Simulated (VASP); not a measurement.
A run of VASP 6.6.1 is set up as follows.

Contents of INCAR:

```
SYSTEM = Be
PREC     = Accurate       ! precision mode
ENCUT    = 520            ! plane-wave cutoff, eV
EDIFF    = 1E-6           ! SCF threshold, eV
ISMEAR   = -1             ! smearing method
SIGMA    = 0.03           ! smearing width, eV
LREAL    = .FALSE.        ! projectors in reciprocal space
LASPH    = .TRUE.         ! aspherical terms in the spheres
NELM     = 80             ! most SCF steps
ALGO     = Normal         ! electronic algorithm
ISIF     = 2              ! what is computed and relaxed
LWAVE    = .FALSE.        ! write WAVECAR
LCHARG   = .FALSE.        ! write CHGCAR
GGA      = PE             ! functional
NBANDS   = 7              ! bands
```

Contents of KPOINTS:

```
regular mesh
0
G
  23 23 23
  0 0 0
```

File POSCAR:

```
Be
1.0
   -1.2656521608      1.2656521608      1.2531209513
    1.2656521608     -1.2656521608      1.2531209513
    1.2656521608      1.2656521608     -1.2531209513
Be
1
Direct
    0.0000000000      0.0000000000      0.0000000000
```

Potentials or basis: VASP PAW PBE potentials, release 64 (Be).

Run with:

```bash
$ cat potpaw_PBE.64/Be/POTCAR > POTCAR
$ mpirun -np 1 vasp_std > vasp.out
```

Task: What does it give for the band gap on the k mesh?

Result: Zero (band 1 reaches 11.48 eV, above the bottom of band 2 at 6.50 eV).

Task: Predict the pressure.

Result: -3.0 GPa.

Stress tensor (GPa, compression positive):
```
-2.88  0.00  0.00
 0.00 -2.88  0.00
 0.00  0.00 -3.37
```

Caveat: the cell differs from its parent crystal (equal xx and yy strain of +1 %).
